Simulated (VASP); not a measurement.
# Ga2O3: dielectric tensor with PBE

The system is Ga2O3.

```
Ga O
1.0
     2.99095    0.00000    0.00000
    -1.49547    2.59024    0.00000
     0.00000    0.00000    6.84581
Ga O
2 3
Direct
  0.33333 0.66667 0.20392
  0.66667 0.33333 0.79608
  0.00000 0.00000 0.00000
  0.33333 0.66667 0.69160
  0.66667 0.33333 0.30840
```

* Program: VASP 6.6.1
* Task: dielectric tensor
* Functional: PBE
* Potentials or basis: VASP PAW PBE potentials, release 64 (Ga_d, O)
* Cutoff: 520 eV
* k mesh: 9 × 9 × 4
* Occupations: gaussian, width 0.01 eV
* Spin: no spin polarisation
* Dipole correction: no
* Further INCAR settings: ALGO = Normal; EDIFF = 1e-08

| Quantity | Value |
| --- | --- |
| Band gap on the k mesh | 2.49 eV |
| Electronic dielectric tensor (diagonal) | 4.31, 4.31, 3.39 |
| Born charges (mean of the diagonal) | Ga +2.99; O -2.30, -1.84 (each value once) e |

Levels at points of the mesh, in eV from the valence-band top:
```
           k point  band 18  band 19  band 20  band 21  band 22  band 23  band 24  band 25  band 26
(0.00, 0.00, 0.00)    -1.10    -1.10    -0.89    -0.89     0.00     2.49     5.64     6.58    11.35
(0.00, 0.00, 0.50)    -1.15    -1.05    -1.05    -0.90    -0.90     3.49     5.01     6.57    11.02
```

Electronic dielectric tensor:
```
4.31 0.00 0.00
0.00 4.31 0.00
0.00 0.00 3.39
```

Born effective charge tensors (e):
atom 1, Ga
```
3.36 0.00 0.00
0.00 3.36 0.00
0.00 0.00 2.23
```
atom 2, Ga
```
3.36 0.00 0.00
0.00 3.36 0.00
0.00 0.00 2.23
```
atom 3, O
```
-2.55  0.00  0.00
 0.00 -2.55  0.00
 0.00  0.00 -1.79
```
atom 4, O
```
-2.09  0.00  0.00
 0.00 -2.09  0.00
 0.00  0.00 -1.34
```
atom 5, O
```
-2.09  0.00  0.00
 0.00 -2.09  0.00
 0.00  0.00 -1.34
```

Wall time 5.9 min on 1 thread of Intel(R) Xeon(R) 6975P-C (Granite Rapids), with other jobs on the host, peak memory 0.45 GiB.

Caveat: an odd mesh through Γ misses points on the zone boundary, where band edges can lie.
